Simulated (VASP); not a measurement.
# Cr (P6/mmm) in VASP: further runs

Runs on Cr. Level: BLYP. Tasks: single point, relaxation of cell and atoms.

Everything below comes from runs of VASP 6.6.1. Logs are shortened: lines on timing, memory, paths and dates and some standing lists are left out, and cuts for length are marked.

**1. The cell of the first run**

The structure is hexagonal, space group P6/mmm (No. 191). Conventional cell: a = 4.113 Å, b = 4.113 Å, c = 2.206 Å, α = 90.00°, β = 90.00°, γ = 120.00°. Cr (site symmetry 6/mmm) has 14 Cr at 2.21 to 2.62 Å within 2.9 Å. Within 2.9 Å of Cr (site symmetry -6m2) lie 11 Cr at 2.21 to 2.62 Å.

This isn't the form of Cr at room conditions, which is bcc.

**2. Single point, BLYP, collinear spin, ferromagnetic start (10.77 Å³/atom)**

Contents of INCAR:

```
  PREC = Accurate
  ENCUT = 520
  EDIFF = 1E-6
  ISMEAR = -1
  SIGMA = 0.05
  LREAL = F
  LASPH = T
  NELM = 150
  ALGO = Normal
  ISIF = 2
  LWAVE = F
  LCHARG = F
  ISPIN = 2
  MAGMOM = 1.5 1.5 1.5
  LORBIT = 11
  LMAXMIX = 4
  GGA = B5
  ALDAX = 1.0
  AGGAX = 1.0
  AGGAC = 1.0
  ALDAC = 0.0
  NBANDS = 29
```

Contents of KPOINTS:

```
Automatic mesh
0
Gamma
  10 10 15
```

Contents of POSCAR:

```
Cr
1.0
    4.1130702098      0.0000000000      0.0000000000
   -2.0565351049      3.5620232892      0.0000000000
    0.0000000000      0.0000000000      2.2055363156
Cr
3
Direct
    1.0000000000      1.0000000000      0.0000000000
    0.3333333333      0.6666666667      0.5000000000
    0.6666666667      0.3333333333      0.5000000000
```

Potentials or basis: VASP PAW PBE potentials, release 64 (Cr_pv).

On the command line:

```bash
> cat potpaw_PBE.64/Cr_pv/POTCAR > POTCAR
> mpirun -np 1 vasp_std > vasp.out
```

OUTCAR:

```text
PREC = Accurate
   ENCUT = 520
   EDIFF = 1E-6
   ISMEAR = -1
   LREAL = F
   LASPH = T
   NELM = 150
   ISIF = 2
   ISPIN = 2
   LORBIT = 11
   GGA = B5

 ion  position               nearest neighbor table
   1  0.000  0.000  0.000-   2 2.62   3 2.62   2 2.62   3 2.62   2 2.62   2 2.62   3 2.62   3 2.62
                             3 2.62   3 2.62   2 2.62   2 2.62
   2  0.333  0.667  0.500-   3 2.37   3 2.37   3 2.37   1 2.62   1 2.62   1 2.62   1 2.62   1 2.62
                             1 2.62
   3  0.667  0.333  0.500-   2 2.37   2 2.37   2 2.37   1 2.62   1 2.62   1 2.62   1 2.62   1 2.62
                             1 2.62

  LATTYP: Found a hexagonal cell.
 ALAT       =     4.1130702098
 C/A-ratio  =     0.5362262746

  Lattice vectors:

 A1 = (   4.1130702098,   0.0000000000,   0.0000000000)
 A2 = (  -2.0565351049,   3.5620232892,   0.0000000000)
 A3 = (   0.0000000000,   0.0000000000,   2.2055363156)

Analysis of symmetry for initial positions (statically):
=====================================================================
 Subroutine PRICEL returns:
 Original cell was already a primitive cell.

 Routine SETGRP: Setting up the symmetry group for a
 hexagonal supercell.

 Subroutine GETGRP returns: Found 24 space group operations
 (whereof 24 operations were pure point group operations)
 out of a pool of 24 trial point group operations.

The static configuration has the point symmetry D_6h.

Analysis of symmetry for dynamics (positions and initial velocities):
=====================================================================
 Subroutine PRICEL returns:
 Original cell was already a primitive cell.

 Routine SETGRP: Setting up the symmetry group for a
 hexagonal supercell.

 Subroutine GETGRP returns: Found 24 space group operations
 (whereof 24 operations were pure point group operations)
 out of a pool of 24 trial point group operations.

The dynamic configuration has the point symmetry D_6h.

Analysis of structural, dynamic, and magnetic symmetry:
=====================================================================
 Subroutine PRICEL returns:
 Original cell was already a primitive cell.

 Routine SETGRP: Setting up the symmetry group for a
 hexagonal supercell.

 Subroutine GETGRP returns: Found 24 space group operations
 (whereof 24 operations were pure point group operations)
 out of a pool of 24 trial point group operations.

The overall configuration has the point symmetry D_6h.

 Subroutine INISYM returns: Found 24 space group operations
 (whereof 24 operations are pure point group operations),
 and found     1 'primitive' translations

----------------------------------------------------------------------------------------

                                     Primitive cell

  volume of cell :      32.3130

  direct lattice vectors                    reciprocal lattice vectors
     4.113070210  0.000000000  0.000000000     0.243127384  0.140369661  0.000000000
    -2.056535105  3.562023289  0.000000000     0.000000000  0.280739321  0.000000000
     0.000000000  0.000000000  2.205536316     0.000000000  0.000000000  0.453404459

  length of vectors
     4.113070210  4.113070210  2.205536316     0.280739321  0.280739321  0.453404459

  position of ions in fractional coordinates (direct lattice)
     0.000000000  0.000000000  0.000000000
     0.333333333  0.666666667  0.500000000
     0.666666667  0.333333333  0.500000000

  ion indices of the primitive-cell ions
   primitive index   ion index
                 1           1
                 2           2
                 3           3

----------------------------------------------------------------------------------------

 KPOINTS: Automatic mesh

Automatic generation of k-mesh.
 Grid dimensions read from file:
 generate k-points for:   10   10   15

 Generating k-lattice:

  Cartesian coordinates                     Fractional coordinates (reciprocal lattice)
     0.024312738  0.014036966  0.000000000     0.100000000 -0.000000000  0.000000000
     0.000000000  0.028073932  0.000000000     0.000000000  0.100000000  0.000000000
     0.000000000  0.000000000  0.030226964     0.000000000  0.000000000  0.066666667

  Length of vectors
     0.028073932  0.028073932  0.030226964

  Shift w.r.t. Gamma in fractional coordinates (k-lattice)
     0.000000000  0.000000000  0.000000000

 Subroutine IBZKPT returns following result:
 ===========================================

 Found    112 irreducible k-points:

 Following reciprocal coordinates:
            Coordinates               Weight
  0.000000  0.000000  0.000000      1.000000
  0.100000 -0.000000  0.000000      6.000000
  0.200000 -0.000000  0.000000      6.000000
  0.300000 -0.000000  0.000000      6.000000
  0.400000 -0.000000  0.000000      6.000000
  0.500000 -0.000000  0.000000      3.000000
[... 16 lines left out ...]
  0.300000  0.100000  0.066667     24.000000
  0.400000  0.100000  0.066667     24.000000
 [... further k-points ...]
   k-points           NKPTS =    112   k-points in BZ     NKDIM =    112   number of bands    NBANDS=     29
   number of dos      NEDOS =    301   number of ions     NIONS =      3
   total plane-waves  NPLWV =  16384
   dimension x,y,z NGX =    32 NGY =   32 NGZ =   16
   dimension x,y,z NGXF=    64 NGYF=   64 NGZF=   32
   ions per type =               3
   NGX,Y,Z   is equivalent  to a cutoff of  12.93, 12.93, 12.06 a.u.
   NGXF,Y,Z  is equivalent  to a cutoff of  25.87, 25.87, 24.12 a.u.
 SYSTEM =  unknown system
   PREC   = accura    normal or accurate (medium, high low for compatibility)
   ISTART =      0    job   : 0-new  1-cont  2-samecut
   ICHARG =      2    charge: 1-file 2-atom 10-const
   ISPIN  =      2    spin polarized calculation?
   LNONCOLLINEAR =      F non collinear calculations
   LSORBIT =      F    spin-orbit coupling
   LASPH  =      T    aspherical Exc in radial PAW
   ENCUT  =  520.0 eV  38.22 Ry    6.18 a.u.   7.65  7.65  4.10*2*pi/ulx,y,z
   NELM   =    150;   NELMIN=  2; NELMDL= -5     # of ELM steps
   EDIFF  = 0.1E-05   stopping-criterion for ELM
   LREAL  =      F    real-space projection
   EDIFFG = 0.1E-04   stopping-criterion for IOM
   NSW    =      0    number of steps for IOM
   IBRION =     -1    ionic relax: 0-MD 1-quasi-New 2-CG
   NFREE  =      0    steps in history (QN), initial steepest desc. (CG)
   ISIF   =      2    stress and relaxation
   ISYM   =      2    0-nonsym 1-usesym 2-fastsym
   POTIM  = 0.5000    time-step for ionic-motion
   TEBEG  =    0.0;   TEEND  =   0.0 temperature during run
   PSTRESS=    0.0 pullay stress
   NELECT =      36.0000    total number of electrons
   NUPDOWN=      -1.0000    fix difference up-down
   EMIN   =  10.00;   EMAX   =-10.00  energy-range for DOS
   EFERMI =   0.00;   METHOD = LEGACY
   ISMEAR =    -1;   SIGMA  =   0.05  broadening in eV -4-tet -1-fermi 0-gaus
   EFERMI_NEDOS =   21; number of points for ismear=-14 and -15
   IALGO  =     38    algorithm
   IMIX   =      4    mixing-type and parameters
     AMIX     =   0.40;   BMIX     =  1.00
     AMIX_MAG =   1.60;   BMIX_MAG =  1.00
  volume/ion in A,a.u.               =      10.77        72.69
  Fermi-wavevector in a.u.,A,eV,Ry     =   1.697136  3.207122 39.188459  2.880270
  Thomas-Fermi vector in A             =   2.777872
   LORBIT       =     11    0 simple, 1 ext, 2 COOP (PROOUT), +10 PAW based schemes
   GGA     = B5    functional components
   LHFCALC =     F    Hartree Fock is set to
   AEXX    =    0.0000 exact exchange contribution
   IVDW    =     0    specifies the selected vdW correction
   LEPSILON=     F    determine dielectric tensor
   LRPA    =     F    only Hartree local field effects (RPA)
 spin polarized calculation
  energy-cutoff  :      520.00
  volume of cell :       32.31
 maximum number of plane-waves:       885
 NGX is ok and might be reduce to    32
   NGX = 15   NGY = 15   NGZ =  9

 number of electron      35.9999995 magnetization       0.0004021

 number of electron      35.9999995 magnetization      -0.0002185

 Free energy of the ion-electron system (eV)
  ---------------------------------------------------
  ext. energy  EPLUGINS =         0.00000000
  ---------------------------------------------------
  free energy    TOTEN  =       -23.61021177 eV

  energy without entropy =      -23.56706032  energy(sigma->0) =      -23.58863605

 E-fermi :  12.4082     XC(G=0): -13.4623

 val. band max:       12.4062139350   @ k =   0.2000   0.1000   0.2000
 cond. band min:      12.4144126582   @ k =   0.3000   0.2000   0.4667
 fundamental gap:      0.0081987231
 Fermi energy:        12.4082302743

 spin component 1

 k-point     1 :       0.0000    0.0000    0.0000
  band No.  band energies     occupation
      1     -30.6634      1.00000
      2     -30.6634      1.00000
      3     -30.6371      1.00000
      4     -30.6371      1.00000
      5     -29.9212      1.00000
      6     -29.9212      1.00000
[... 21 lines left out ...]
     28      19.6563      0.00000
     29      20.9042      0.00000

 k-point     2 :       0.1000   -0.0000    0.0000
  band No.  band energies     occupation
      1     -30.7488      1.00000
      2     -30.7335      1.00000
      3     -30.5460      1.00000
      4     -30.5362      1.00000
      5     -29.9531      1.00000
      6     -29.9263      1.00000
[... 21 lines left out ...]
     28      19.4928      0.00000
     29      19.6561      0.00000

 k-point     3 :       0.2000   -0.0000    0.0000
  band No.  band energies     occupation
      1     -30.8333      1.00000
      2     -30.7677      1.00000
      3     -30.4452      1.00000
      4     -30.4183      1.00000
      5     -30.0399      1.00000
      6     -29.9412      1.00000
[... 638 lines left out ...]
      5     -30.1643      1.00000
      6     -29.9671      1.00000
[... 21 lines left out ...]
     28      19.4118      0.00000
     29      19.6561      0.00000

 k-point    24 :       0.4000    0.1000    0.0667
  band No.  band energies     occupation
      1     -30.9126      1.00000
      2     -30.6264      1.00000
      3     -30.4935      1.00000
      4     -30.2420      1.00000
      5     -30.1450      1.00000
      6     -29.9826      1.00000
[... 21 lines left out ...]
     28      19.5670      0.00000
     29      19.6561      0.00000

 [... further k-points ...]

 spin component 2

 k-point     1 :       0.0000    0.0000    0.0000
  band No.  band energies     occupation
      1     -30.6635      1.00000
      2     -30.6635      1.00000
      3     -30.6372      1.00000
      4     -30.6372      1.00000
      5     -29.9213      1.00000
      6     -29.9213      1.00000
[... 21 lines left out ...]
     28      19.6561      0.00000
     29      20.9042      0.00000

 k-point     2 :       0.1000   -0.0000    0.0000
  band No.  band energies     occupation
      1     -30.7489      1.00000
      2     -30.7336      1.00000
      3     -30.5461      1.00000
      4     -30.5363      1.00000
      5     -29.9532      1.00000
      6     -29.9264      1.00000
[... 21 lines left out ...]
     28      19.4927      0.00000
     29      19.6561      0.00000

 k-point     3 :       0.2000   -0.0000    0.0000
  band No.  band energies     occupation
      1     -30.8333      1.00000
      2     -30.7678      1.00000
      3     -30.4453      1.00000
      4     -30.4184      1.00000
      5     -30.0400      1.00000
      6     -29.9413      1.00000
[... 638 lines left out ...]
      5     -30.1644      1.00000
      6     -29.9672      1.00000
[... 21 lines left out ...]
     28      19.4127      0.00000
     29      19.6560      0.00000

 k-point    24 :       0.4000    0.1000    0.0667
  band No.  band energies     occupation
      1     -30.9127      1.00000
      2     -30.6265      1.00000
      3     -30.4936      1.00000
      4     -30.2421      1.00000
      5     -30.1451      1.00000
      6     -29.9827      1.00000
[... 21 lines left out ...]
     28      19.5120      0.00000
     29      19.6560      0.00000

 [... further k-points ...]

------------------------ aborting loop because EDIFF is reached ----------------------------------------

  FORCE on cell =-STRESS in cart. coord.  units (eV):
  Direction    XX          YY          ZZ          XY          YZ          ZX
  --------------------------------------------------------------------------------------
  -------------------------------------------------------------------------------------
  Total        6.9804994      6.9804994      8.0394573      0.0000000      0.0000000      0.0000000
  in kB      346.1146518    346.1146518    398.6210478      0.0000000      0.0000000      0.0000000
  external PRESSURE =     363.6167838 kB  Pullay stress =       0.0000000 kB

 VOLUME and BASIS-vectors are now :
 -----------------------------------------------------------------------------
  energy-cutoff  :      520.00
  volume of cell :       32.31
      direct lattice vectors                 reciprocal lattice vectors
     4.113070210  0.000000000  0.000000000     0.243127384  0.140369661  0.000000000
    -2.056535105  3.562023289  0.000000000     0.000000000  0.280739321  0.000000000
     0.000000000  0.000000000  2.205536316     0.000000000  0.000000000  0.453404459

 POSITION                                       TOTAL-FORCE (eV/Angst)
 -----------------------------------------------------------------------------------
      0.00000      0.00000      0.00000        -0.000000      0.000000      0.000000
     -0.00000      2.37468      1.10277        -0.000000      0.000000     -0.000000
      2.05654      1.18734      1.10277         0.000000      0.000000      0.000000
 -----------------------------------------------------------------------------------
    total drift:                               -0.000000      0.000000      0.000000

  FREE ENERGIE OF THE ION-ELECTRON SYSTEM (eV)
  ---------------------------------------------------
  free  energy   TOTEN  =       -23.6102117711 eV

  energy  without entropy=      -23.5670603199  energy(sigma->0) =      -23.58863605

 total charge

# of ion       s       p       d       tot
------------------------------------------
    1        0.422   6.430   4.383  11.235
    2        0.433   6.407   4.465  11.305
    3        0.433   6.407   4.465  11.305
--------------------------------------------------
tot          1.288  19.244  13.313  33.845

 magnetization (x)

# of ion       s       p       d       tot
------------------------------------------
    1       -0.000  -0.000  -0.000  -0.000
    2        0.000  -0.000  -0.000  -0.000
    3        0.000  -0.000  -0.000  -0.000
--------------------------------------------------
tot         -0.000  -0.000  -0.000  -0.000
```

Wall time 5.5 min (1 thread of Intel Xeon 8259CL, shared host); peak memory 0.26 GiB.

What came out:

```yaml
Free_energy: -23.6102 eV
Pressure: 36.4 GPa
Band_gap_on_the_k_mesh: zero (filled and empty bands overlap)
Net_moment: 0.00 μB per cell
Valence_electrons_inside_the_program's_atomic_spheres: Cr 11.23, 11.30 (each value once)
```

Levels at points of the mesh, in eV from the Fermi level:
Spin up:
```csv
k point,band 15,band 16,band 17,band 18,band 19,band 20,band 21,band 22
"(0.00, 0.00, 0.00)",-2.20,-2.20,-2.17,-0.45,-0.45,1.51,1.51,1.59
"(0.50, 0.00, 0.00)",-2.25,-2.10,-1.89,0.86,0.90,1.49,1.66,1.75
```
Spin down:
```
           k point  band 16  band 17  band 18  band 19  band 20  band 21
(0.00, 0.00, 0.00)    -2.20    -2.17    -0.45    -0.45     1.51     1.51
(0.50, 0.00, 0.00)    -2.10    -1.89     0.86     0.90     1.49     1.66
```

Caveat: the cell stands under pressure; the PAW data sets were made with another functional, which shifts forces and pressure a little.

**3. Single point, BLYP, collinear spin, ferromagnetic start (11.75 Å³/atom)**

This run uses another cell than the first one, of 11.75 Å³/atom.

Contents of INCAR:

```
SYSTEM = Cr
PREC = Accurate
ENCUT = 520
EDIFF = 1E-6
ISMEAR = -1
SIGMA = 0.05
LREAL = .False.
LASPH = .True.
NELM = 150
ALGO = Normal
ISIF = 2
LWAVE = .False.
LCHARG = .False.
ISPIN = 2
MAGMOM = 1.5 1.5 1.5
LORBIT = 11
LMAXMIX = 4
GGA = B5
ALDAX = 1.0
AGGAX = 1.0
AGGAC = 1.0
ALDAC = 0.0
NBANDS = 29
```

Contents of KPOINTS:

```
Automatic mesh
0
Gamma
  10 10 15
  0 0 0
```

Contents of POSCAR:

```
Cr
1.0
    4.2341116899      0.0000000000      0.0000000000
   -2.1170558449      3.6668482859      0.0000000000
    0.0000000000      0.0000000000      2.2704419375
Cr
3
Direct
    1.0000000000      1.0000000000      0.0000000000
    0.3333333333      0.6666666667      0.5000000000
    0.6666666667      0.3333333333      0.5000000000
```

Potentials or basis: VASP PAW PBE potentials, release 64 (Cr_pv).

On the command line:

```bash
> cat potpaw_PBE.64/Cr_pv/POTCAR > POTCAR
> mpirun -np 1 vasp_std > vasp.out
```

It took 5.8 min on 1 thread of Intel Xeon 8259CL, shared host; peak memory 0.27 GiB.

It converged, with:

```
Free energy                                           : -24.0170 eV
Pressure                                              : 9.7 GPa
Band gap on the k mesh                                : zero (filled and empty bands overlap)
Net moment                                            : 0.00 μB per cell
Valence electrons inside the program's atomic spheres : Cr 11.04, 11.11 (each value once)
```

Stress tensor (GPa, compression positive):
```
 8.85  0.00  0.00
 0.00  8.85  0.00
 0.00  0.00 11.36
```

Levels at points of the mesh, in eV from the Fermi level:
Spin up:
```
           k point  band 14  band 15  band 16  band 17  band 18  band 19  band 20  band 21  band 22  band 23
(0.00, 0.00, 0.00)    -2.08    -2.00    -2.00    -1.94    -0.38    -0.38     1.37     1.37     1.44     1.44
(0.50, 0.00, 0.00)    -2.49    -1.97    -1.89    -1.65     0.66     0.83     1.31     1.50     1.58     1.74
```
Spin down:
| k point | band 15 | band 16 | band 17 | band 18 | band 19 | band 20 | band 21 | band 22 |
| --- | --- | --- | --- | --- | --- | --- | --- | --- |
| (0.00, 0.00, 0.00) | -2.00 | -2.00 | -1.94 | -0.38 | -0.38 | 1.37 | 1.37 | 1.44 |
| (0.50, 0.00, 0.00) | -1.97 | -1.89 | -1.65 | 0.66 | 0.83 | 1.31 | 1.50 | 1.58 |

Caveat: the cell stands under pressure; the PAW data sets were made with another functional, which shifts forces and pressure a little.

(Continued in part 2 of 3.)
